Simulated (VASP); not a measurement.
# S (P6_3/mmc) in VASP: further runs

Runs on S. Level: PBEsol. Tasks: relaxation of cell and atoms, single point.

Program: VASP 6.6.1. These are calculated values, not measurements. Logs are shortened: lines on timing, memory, paths and dates and some standing lists are left out, and cuts for length are marked.

## Step 1: The cell of the first run

Symmetry: P6_3/mmc, No. 194, hexagonal system. The conventional cell has a = 3.170 Å, b = 3.170 Å, c = 3.578 Å, α = 90.00°, β = 90.00°, γ = 120.00°. S (site symmetry -6m2) has 12 S at 2.56 to 3.17 Å within 3.4 Å.

## Step 2: Relaxation of cell and atoms, PBEsol

File INCAR:

```
SYSTEM = S
PREC = Accurate
ENCUT = 600
EDIFF = 1E-6
ISMEAR = 0
SIGMA = 0.1
LREAL = .FALSE.
LASPH = .TRUE.
NELM = 60
ALGO = Normal
ISIF = 3
LWAVE = .FALSE.
LCHARG = .FALSE.
GGA = PS
IBRION = 2
NSW = 90
EDIFFG = -0.04
```

File KPOINTS:

```
Automatic mesh
0
G
  6 6 6
  0 0 0
```

File POSCAR:

```
S
1.0
    3.1702216425      0.0000000000      0.0000000000
   -1.5851108212      2.7454924780      0.0000000000
    0.0000000000      0.0000000000      3.5775680439
S
2
Direct
    0.3333333333      0.6666666667      0.2500000000
    0.6666666667      0.3333333333      0.7500000000
```

Potentials or basis: VASP PAW PBE potentials, release 64 (S).

Run with:

```console
$ cat potpaw_PBE.64/S/POTCAR > POTCAR
$ mpirun -np 1 vasp_std > vasp.out
```

OUTCAR:

```text
SYSTEM = S
   PREC = Accurate
   ENCUT = 600
   EDIFF = 1E-6
   ISMEAR = 0
   LREAL = .FALSE.
   LASPH = .TRUE.
   NELM = 60
   ISIF = 3
   GGA = PS
   IBRION = 2
   NSW = 90
   EDIFFG = -0.04

 ion  position               nearest neighbor table
   1  0.333  0.667  0.250-   2 2.56   2 2.56   2 2.56   2 2.56   2 2.56   2 2.56
   2  0.667  0.333  0.750-   1 2.56   1 2.56   1 2.56   1 2.56   1 2.56   1 2.56

  LATTYP: Found a hexagonal cell.
 ALAT       =     3.1702216425
 C/A-ratio  =     1.1284914581

  Lattice vectors:

 A1 = (   3.1702216425,   0.0000000000,   0.0000000000)
 A2 = (  -1.5851108212,   2.7454924780,   0.0000000000)
 A3 = (   0.0000000000,   0.0000000000,   3.5775680439)

Analysis of symmetry for initial positions (statically):
=====================================================================
 Subroutine PRICEL returns:
 Original cell was already a primitive cell.

 Routine SETGRP: Setting up the symmetry group for a
 hexagonal supercell.

 Subroutine GETGRP returns: Found 24 space group operations
 (whereof 12 operations were pure point group operations)
 out of a pool of 24 trial point group operations.

The static configuration has the point symmetry D_3d.
 The point group associated with its full space group is D_6h.

Analysis of symmetry for dynamics (positions and initial velocities):
=====================================================================
 Subroutine PRICEL returns:
 Original cell was already a primitive cell.

 Routine SETGRP: Setting up the symmetry group for a
 hexagonal supercell.

 Subroutine GETGRP returns: Found 24 space group operations
 (whereof 12 operations were pure point group operations)
 out of a pool of 24 trial point group operations.

The dynamic configuration has the point symmetry D_3d.
 The point group associated with its full space group is D_6h.

 Subroutine INISYM returns: Found 24 space group operations
 (whereof 12 operations are pure point group operations),
 and found     1 'primitive' translations

----------------------------------------------------------------------------------------

                                     Primitive cell

  volume of cell :      31.1385

  direct lattice vectors                    reciprocal lattice vectors
     3.170221643  0.000000000  0.000000000     0.315435358  0.182116689  0.000000000
    -1.585110821  2.745492478  0.000000000     0.000000000  0.364233378  0.000000000
     0.000000000  0.000000000  3.577568044     0.000000000  0.000000000  0.279519491

  length of vectors
     3.170221643  3.170221642  3.577568044     0.364233378  0.364233378  0.279519491

  position of ions in fractional coordinates (direct lattice)
     0.333333333  0.666666667  0.250000000
     0.666666667  0.333333333  0.750000000

  ion indices of the primitive-cell ions
   primitive index   ion index
                 1           1
                 2           2

----------------------------------------------------------------------------------------

 KPOINTS: Automatic mesh

Automatic generation of k-mesh.
 Grid dimensions read from file:
 generate k-points for:    6    6    6

 Generating k-lattice:

  Cartesian coordinates                     Fractional coordinates (reciprocal lattice)
     0.052572560  0.030352782  0.000000000     0.166666667  0.000000000  0.000000000
     0.000000000  0.060705563  0.000000000     0.000000000  0.166666667  0.000000000
     0.000000000  0.000000000  0.046586582     0.000000000  0.000000000  0.166666667

  Length of vectors
     0.060705563  0.060705563  0.046586582

  Shift w.r.t. Gamma in fractional coordinates (k-lattice)
     0.000000000  0.000000000  0.000000000

 Subroutine IBZKPT returns following result:
 ===========================================

 Found     28 irreducible k-points:

 Following reciprocal coordinates:
            Coordinates               Weight
  0.000000  0.000000  0.000000      1.000000
  0.166667  0.000000  0.000000      6.000000
  0.333333  0.000000  0.000000      6.000000
  0.500000  0.000000  0.000000      3.000000
  0.166667  0.166667  0.000000      6.000000
  0.333333  0.166667  0.000000     12.000000
[... 16 lines left out ...]
  0.166667  0.000000  0.500000      6.000000
  0.333333  0.000000  0.500000      6.000000
 [... further k-points ...]
   k-points           NKPTS =     28   k-points in BZ     NKDIM =     28   number of bands    NBANDS=     10
   number of dos      NEDOS =    301   number of ions     NIONS =      2
   total plane-waves  NPLWV =  23520
   dimension x,y,z NGX =    28 NGY =   28 NGZ =   30
   dimension x,y,z NGXF=    56 NGYF=   56 NGZF=   60
   ions per type =               2
   NGX,Y,Z   is equivalent  to a cutoff of  14.68, 14.68, 13.94 a.u.
   NGXF,Y,Z  is equivalent  to a cutoff of  29.37, 29.37, 27.88 a.u.
 SYSTEM =  S
   PREC   = accura    normal or accurate (medium, high low for compatibility)
   ISTART =      0    job   : 0-new  1-cont  2-samecut
   ICHARG =      2    charge: 1-file 2-atom 10-const
   ISPIN  =      1    spin polarized calculation?
   LNONCOLLINEAR =      F non collinear calculations
   LSORBIT =      F    spin-orbit coupling
   LASPH  =      T    aspherical Exc in radial PAW
   ENCUT  =  600.0 eV  44.10 Ry    6.64 a.u.   6.33  6.33  7.15*2*pi/ulx,y,z
   NELM   =     60;   NELMIN=  2; NELMDL= -5     # of ELM steps
   EDIFF  = 0.1E-05   stopping-criterion for ELM
   LREAL  =      F    real-space projection
   EDIFFG = -.4E-01   stopping-criterion for IOM
   NSW    =     90    number of steps for IOM
   IBRION =      2    ionic relax: 0-MD 1-quasi-New 2-CG
   NFREE  =      1    steps in history (QN), initial steepest desc. (CG)
   ISIF   =      3    stress and relaxation
   ISYM   =      2    0-nonsym 1-usesym 2-fastsym
   POTIM  = 0.5000    time-step for ionic-motion
   TEBEG  =    0.0;   TEEND  =   0.0 temperature during run
   PSTRESS=    0.0 pullay stress
   NELECT =      12.0000    total number of electrons
   NUPDOWN=      -1.0000    fix difference up-down
   EMIN   =  10.00;   EMAX   =-10.00  energy-range for DOS
   EFERMI =   0.00;   METHOD = LEGACY
   ISMEAR =     0;   SIGMA  =   0.10  broadening in eV -4-tet -1-fermi 0-gaus
   EFERMI_NEDOS =   21; number of points for ismear=-14 and -15
   IALGO  =     38    algorithm
   IMIX   =      4    mixing-type and parameters
     AMIX     =   0.40;   BMIX     =  1.00
     AMIX_MAG =   1.60;   BMIX_MAG =  1.00
  volume/ion in A,a.u.               =      15.57       105.07
  Fermi-wavevector in a.u.,A,eV,Ry     =   1.191341  2.251308 19.310649  1.419293
  Thomas-Fermi vector in A             =   2.327405
   LORBIT       =      0    0 simple, 1 ext, 2 COOP (PROOUT), +10 PAW based schemes
   GGA     = PS    functional components
   LHFCALC =     F    Hartree Fock is set to
   AEXX    =    0.0000 exact exchange contribution
   IVDW    =     0    specifies the selected vdW correction
   LEPSILON=     F    determine dielectric tensor
   LRPA    =     F    only Hartree local field effects (RPA)
 conjugate gradient relaxation of ions
 non-spin polarized calculation
 Gauss-broadening in eV      SIGMA  =   0.10
  energy-cutoff  :      600.00
  volume of cell :       31.14
 maximum number of plane-waves:      1059
 NGX is ok and might be reduce to    28
   NGX = 13   NGY = 13   NGZ = 15

--------------------------------------- Ionic step        1  -------------------------------------------

 number of electron      11.9999998 magnetization

 Free energy of the ion-electron system (eV)
  ---------------------------------------------------
  ext. energy  EPLUGINS =         0.00000000
  ---------------------------------------------------
  free energy    TOTEN  =        -7.47403096 eV

  energy without entropy =       -7.46765554  energy(sigma->0) =       -7.47084325

------------------------ aborting loop because EDIFF is reached ----------------------------------------

  FORCE on cell =-STRESS in cart. coord.  units (eV):
  Direction    XX          YY          ZZ          XY          YZ          ZX
  --------------------------------------------------------------------------------------
  -------------------------------------------------------------------------------------
  Total        0.5413419      0.5413419     -0.3968428      0.0000000      0.0000000      0.0000000
  in kB       27.8537996     27.8537996    -20.4188533      0.0000000      0.0000000      0.0000000
  external PRESSURE =      11.7629153 kB  Pullay stress =       0.0000000 kB
[... 57 lines left out ...]
  energy  without entropy=       -7.4782300241  energy(sigma->0) =       -7.48218037

--------------------------------------- Ionic step        3  -------------------------------------------

 number of electron      12.0000001 magnetization

 Free energy of the ion-electron system (eV)
  ---------------------------------------------------
  ext. energy  EPLUGINS =         0.00000000
  ---------------------------------------------------
  free energy    TOTEN  =        -7.48812121 eV

  energy without entropy =       -7.47980238  energy(sigma->0) =       -7.48396180

 E-fermi :   7.5357     XC(G=0): -11.1355

 val. band max:        7.5301347471   @ k =   0.3333   0.0000   0.3333
 cond. band min:       7.6232268426   @ k =   0.3333   0.0000   0.3333
 fundamental gap:      0.0930920955
 Fermi energy:         7.5357071595

 k-point     1 :       0.0000    0.0000    0.0000
  band No.  band energies     occupation
      1      -9.6899      2.00000
      2      -1.4113      2.00000
      3       1.6255      2.00000
      4       5.2605      2.00000
      5       5.2605      2.00000
      6       8.6516      0.00000
      7       8.6516      0.00000
      8      11.6804      0.00000
      9      11.7337      0.00000
     10      16.8778      0.00000
[... 287 lines left out ...]
 k-point    24 :       0.3333    0.0000    0.5000
  band No.  band energies     occupation
      1      -5.8222      2.00000
      2      -5.8222      2.00000
      3       1.4906      2.00000
      4       1.4906      2.00000
      5       5.9957      2.00000
      6       5.9957      2.00000
      7       9.0926      0.00000
      8       9.0926      0.00000
      9      16.3203      0.00000
     10      16.3203      0.00000

 [... further k-points ...]
[... 5 lines left out ...]
  --------------------------------------------------------------------------------------
  -------------------------------------------------------------------------------------
  Total       -0.0022508     -0.0022508      0.0767645     -0.0000000     -0.0000000      0.0000000
  in kB       -0.1126759     -0.1126759      3.8428403     -0.0000000     -0.0000000      0.0000000
  external PRESSURE =       1.2058295 kB  Pullay stress =       0.0000000 kB
[... 17 lines left out ...]
  FREE ENERGIE OF THE ION-ELECTRON SYSTEM (eV)
  ---------------------------------------------------
  free  energy   TOTEN  =        -7.4881212114 eV

  energy  without entropy=       -7.4798023845  energy(sigma->0) =       -7.48396180

 reached required accuracy - stopping structural energy minimisation
```

Wall time 16 s (1 thread of Intel Xeon Platinum 8559C (Emerald Rapids), shared host); peak memory 0.15 GiB.

Results:

- Free energy: -7.4881 eV
- Relaxed volume: 16.00 Å³/atom
- Relaxed cell: a = 3.240 Å, b = 3.240 Å, c = 3.519 Å, α = 90.00°, β = 90.00°, γ = 120.00°
- Space group after relaxing (to 0.05 Å): P6_3/mmc (No. 194)
- Energy gained by relaxing: 7.0 meV/atom
- Ionic steps: 3
- Pressure after relaxing: 0.1 GPa
- Band gap on the k mesh: zero (band 6 reaches 8.65 eV, above the bottom of band 7 at 6.10 eV)

The path:
```tsv
step	energy change (eV)	largest force (eV/Å)	pressure (GPa)	volume (Å³)
1	0.0000	0.0000	1.18	31.14
2	-0.0121	0.0000	0.54	31.65
3	-0.0141	0.0000	0.12	32.01
```

Final structure:
```cif
data_structure
_symmetry_space_group_name_H-M 'P 1'
_symmetry_Int_Tables_number 1
_cell_length_a 3.2404
_cell_length_b 3.2404
_cell_length_c 3.5195
_cell_angle_alpha 90.000
_cell_angle_beta 90.000
_cell_angle_gamma 120.000
_cell_volume 32.01
loop_
_atom_site_label
_atom_site_type_symbol
_atom_site_fract_x
_atom_site_fract_y
_atom_site_fract_z
_atom_site_occupancy
S1 S 0.33333 0.66667 0.25000 1
S2 S 0.66667 0.33333 0.75000 1
```

Caveat: the k points lie up to 0.37 Å⁻¹ apart in the final cell; the PAW data sets were made with another functional, which shifts forces and pressure a little.

## Step 3: Relaxation of cell and atoms, PBEsol

This run uses another cell than the first one, of 30.22 Å³/atom, 1.941 times its volume.

File INCAR:

```
SYSTEM = S
ALGO = Normal ; EDIFF = 1E-6
EDIFFG = -0.04 ; ENCUT = 600
GGA = PS ; IBRION = 2
ISIF = 3 ; ISMEAR = 0
LASPH = .TRUE. ; LCHARG = .FALSE.
LREAL = .FALSE. ; LWAVE = .FALSE.
NELM = 100 ; NSW = 90
PREC = Accurate ; SIGMA = 0.1
```

File KPOINTS:

```
k-points
0
G
  6 6 4
  0 0 0
```

File POSCAR:

```
S
1.0
    3.5033036618      0.0000000000      0.0000000000
   -1.7516518309      3.0339499682      0.0000000000
    0.0000000000      0.0000000000      5.6860473763
S
2
Direct
    0.3333333333      0.6666666667      0.2500000000
    0.6666666667      0.3333333333      0.7500000000
```

Potentials or basis: VASP PAW PBE potentials, release 64 (S).

Run with:

```console
$ cat potpaw_PBE.64/S/POTCAR > POTCAR
$ mpirun -np 1 vasp_std > vasp.out
```

Wall time 2 min (1 thread of Intel Xeon Platinum 8559C (Emerald Rapids), shared host); peak memory 0.19 GiB.

It converged, with:

| Property | Result |
| --- | --- |
| Free energy | -7.4656 eV |
| Relaxed volume | 15.57 Å³/atom |
| Relaxed cell | a = 3.168 Å, b = 3.168 Å, c = 3.582 Å, α = 90.00°, β = 90.00°, γ = 120.00° |
| Space group after relaxing (to 0.05 Å) | P6_3/mmc (No. 194) |
| Energy gained by relaxing | 1656.5 meV/atom |
| Ionic steps | 20 |
| Pressure after relaxing | 0.0 GPa |
| Band gap on the k mesh | zero (band 6 reaches 9.24 eV, above the bottom of band 7 at 6.24 eV) |

Stress tensor (GPa, compression positive):
```
 0.06  0.00  0.00
 0.00  0.06  0.00
 0.00  0.00 -0.16
```

The path:
| step | energy change (eV) | largest force (eV/Å) | pressure (GPa) | volume (Å³) |
| --- | --- | --- | --- | --- |
| 1 | 0.0000 | 0.0000 | -13.24 | 60.44 |
| 2 | -1.8474 | 0.0000 | -15.07 | 41.10 |
| 3 | 30.8849 | 0.0000 | 1459.25 | 8.29 |
| 4 | -2.0807 | 0.0000 | -13.79 | 38.62 |
| 5 | -2.3579 | 0.0000 | 20.84 | 25.46 |
| 6 | -2.5533 | 0.0000 | -3.42 | 31.24 |
| 7 | -2.5725 | 0.0000 | -0.39 | 30.04 |
| 8 | -2.5734 | 0.0000 | 1.02 | 29.57 |
| 9 | -2.8025 | 0.0000 | 1.64 | 29.30 |
| 10 | -3.1870 | 0.0000 | 10.07 | 28.07 |
| 11 | -3.1708 | 0.0000 | 14.63 | 27.64 |
| 12 | -3.1957 | 0.0000 | 11.93 | 27.88 |
| 13 | -3.2205 | 0.0000 | 11.20 | 28.20 |
| 14 | -3.2301 | 0.0000 | 10.61 | 28.55 |
| 15 | -3.2604 | 0.0000 | 8.23 | 29.03 |
| 16 | -3.3092 | 0.0000 | 2.00 | 30.52 |
| 17 | -3.3126 | 0.0000 | 0.25 | 31.01 |
| 18 | -3.3126 | 0.0000 | 0.08 | 31.06 |
| 19 | -3.3127 | 0.0000 | 0.05 | 31.08 |
| 20 | -3.3129 | 0.0000 | -0.01 | 31.13 |

Final structure:
```
S
1.0
     3.16809    0.00000    0.00000
    -1.58405    2.74365    0.00000
     0.00000    0.00000    3.58171
S
2
Cartesian
  0.0000 1.8291 0.8954
  1.5840 0.9145 2.6863
```

Levels at points of the mesh, in eV from the Fermi level:
| k point | band 2 | band 3 | band 4 | band 5 | band 6 | band 7 | band 8 | band 9 | band 10 |
| --- | --- | --- | --- | --- | --- | --- | --- | --- | --- |
| (0.00, 0.00, 0.00) | -8.96 | -6.18 | -1.74 | -1.74 | 1.54 | 1.54 | 4.57 | 4.63 | 9.96 |
| (0.50, 0.00, 0.00) | -12.16 | -4.37 | -3.82 | -3.45 | -1.00 | -0.93 | 2.90 | 3.86 | 10.51 |
| (0.00, 0.00, 0.50) | -14.72 | 0.00 | 0.00 | 0.00 | 0.00 | 0.28 | 0.28 | 8.84 | 8.84 |
| (0.50, 0.00, 0.50) | -12.54 | -7.38 | -7.38 | -1.51 | -1.51 | 1.60 | 1.60 | 9.56 | 9.56 |

Caveat: the volume moved by over 15 % at a fixed basis, so the end points are rough; the PAW data sets were made with another functional, which shifts forces and pressure a little.

## Step 4: Single point, PBEsol

This run uses another cell than the first one, of 16.07 Å³/atom, 1.032 times its volume.

File INCAR:

```
SYSTEM = S
PREC = Accurate
ENCUT = 520
EDIFF = 1E-6
ISMEAR = 0
SIGMA = 0.1
LREAL = .FALSE.
LASPH = .TRUE.
NELM = 80
ALGO = Normal
ISIF = 2
LWAVE = .FALSE.
LCHARG = .TRUE.
GGA = PS
LELF = .TRUE.
LVHAR = .TRUE.
NBANDS = 13
```

File KPOINTS:

```
regular mesh
0
G
  21 21 16
  0 0 0
```

File POSCAR:

```
S
1.0
    3.2702755025      0.0000000000      0.0000000000
   -1.6351377512      2.8321416625      0.0000000000
    0.0000000000      0.0000000000      3.4707557691
S
2
Direct
    0.3333333333      0.6666666667      0.2500000000
    0.6666666667      0.3333333333      0.7500000000
```

Run with:

```console
$ cat potpaw_PBE.64/S/POTCAR > POTCAR
$ mpirun -np 1 vasp_std > vasp.out
```

It took 54 s on 1 thread of Intel Xeon Platinum 8559C (Emerald Rapids), shared host; peak memory 0.24 GiB.

Results (log left out):

* Free energy: -7.4827 eV
* Pressure: 0.1 GPa
* Band gap on the k mesh: zero (band 6 reaches 8.51 eV, above the bottom of band 7 at 6.20 eV)

Stress tensor (GPa, compression positive):
```
0.06 0.00 0.00
0.00 0.06 0.00
0.00 0.00 0.16
```

Levels at points of the mesh, in eV from the Fermi level:
| k point | band 4 | band 5 | band 6 | band 7 | band 8 | band 9 |
| --- | --- | --- | --- | --- | --- | --- |
| (0.00, 0.00, 0.00) | -2.64 | -2.64 | 0.85 | 0.85 | 3.83 | 3.96 |
| (0.00, 0.00, 0.50) | -0.74 | -0.74 | -0.74 | -0.40 | -0.40 | 8.09 |

Caveat: the PAW data sets were made with another functional, which shifts forces and pressure a little.

## Step 5: Overview

```csv
task,cell,k mesh,cutoff (eV),gap on the mesh (eV),pressure (GPa),relaxed volume (Å³/atom)
relaxation of cell and atoms,"relaxed from a = 3.170, b = 3.170, c = 3.578 Å, angles 90.0, 90.0, 120.0°, 2 atoms",6 × 6 × 6,600,none,0.1,16.00
relaxation of cell and atoms,"relaxed from a = 3.503, b = 3.503, c = 5.686 Å, angles 90.0, 90.0, 120.0°, 2 atoms",6 × 6 × 4,600,none,0.0,15.57
single point,"a = 3.270, b = 3.270, c = 3.471 Å, angles 90.0, 90.0, 120.0°, 2 atoms",21 × 21 × 16,520,none,0.1,-
```

Alike in all rows: level PBEsol; potentials or basis VASP PAW PBE potentials, release 64 (S); no spin polarisation; smearing gaussian 0.1 eV.

Caveats: some runs use coarse meshes; the PAW data sets were made with another functional, which shifts forces and pressure a little; the volume moved by over 15 % at a fixed basis, so the end points are rough (some runs).

Total energies depend on the potentials used, so only differences within one code and one set of settings carry meaning.
